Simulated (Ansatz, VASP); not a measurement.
# One calculation of Cu, two programs

INCAR

```
ALGO     = Normal         # electronic algorithm
EDIFF    = 1E-7           # SCF threshold, eV
ENCUT    = 520            # plane-wave cutoff, eV
GGA      = CA             # functional
ISIF     = 2              # what is computed and relaxed
ISMEAR   = -1             # smearing method
LASPH    = True           # aspherical terms in the spheres
LCHARG   = False          # write CHGCAR
LREAL    = False          # projectors in reciprocal space
LWAVE    = False          # write WAVECAR
NBANDS   = 12             # bands
NELM     = 80             # most SCF steps
PREC     = Accurate       # precision mode
SIGMA    = 0.1            # smearing width, eV
```

Contents of KPOINTS:

```
k-points
0
Gamma
  25 25 25
```

Contents of POSCAR:

```
Cu
1.0
    0.0000000000      1.7106089260      1.7106089260
    1.7106089260      0.0000000000      1.7106089260
    1.7106089260      1.7106089260      0.0000000000
Cu
1
Direct
    0.0000000000      0.0000000000      0.0000000000
```

Input for Ansatz:

```yaml
crystal:
  lattice:
    - [0.0, 1.7106089384, 1.7106089384]
    - [1.7106089384, 0.0, 1.7106089384]
    - [1.7106089384, 1.7106089384, 0.0]
  atoms:
    - { symbol: Cu, position: [0.0, 0.0, 0.0] }
hamiltonian:
  xc: lda
  pseudopotentials:
    kind: paw
    azcp:
      Cu: "pseudopotentials/Cu.paw.azcp"
basis:
  ecutwfc: 420
  fft_grid_basis: typed
kpoints:
  mp_grid: { grid: [25, 25, 25], shift: [0, 0, 0] }
magnetization:
  spin_polarized: false
scf:
  occupations: { method: fermi_dirac, width: 0.1 }
output:
  stress: true
```

Alike in both runs: task single point; functional LDA; k mesh 25 × 25 × 25; occupations fermi-dirac, width 0.1 eV; no spin polarisation.

```csv
,VASP,Ansatz
version,VASP 6.6.1,Ansatz 0.2.0
potentials or method,"VASP PAW LDA potentials, release 64 (Cu), cutoff 520 eV","plane waves (420 eV) with PAW, scalar-relativistic"
valence electrons in the cell,11,19
```

Ansatz gave:

* pressure (GPa): 19.5

Q: What did VASP give for the same quantities?

A: Pressure (GPa): 20.4.

Ansatz warns that its potentials were made for another functional, while VASP's fit it. LDA's correlation is that of Perdew and Zunger in VASP and of Perdew and Wang (1992) in Ansatz. VASP's potentials hold 11 valence electrons a cell and Ansatz's 19, so a difference there can come from the potentials and not from the codes.
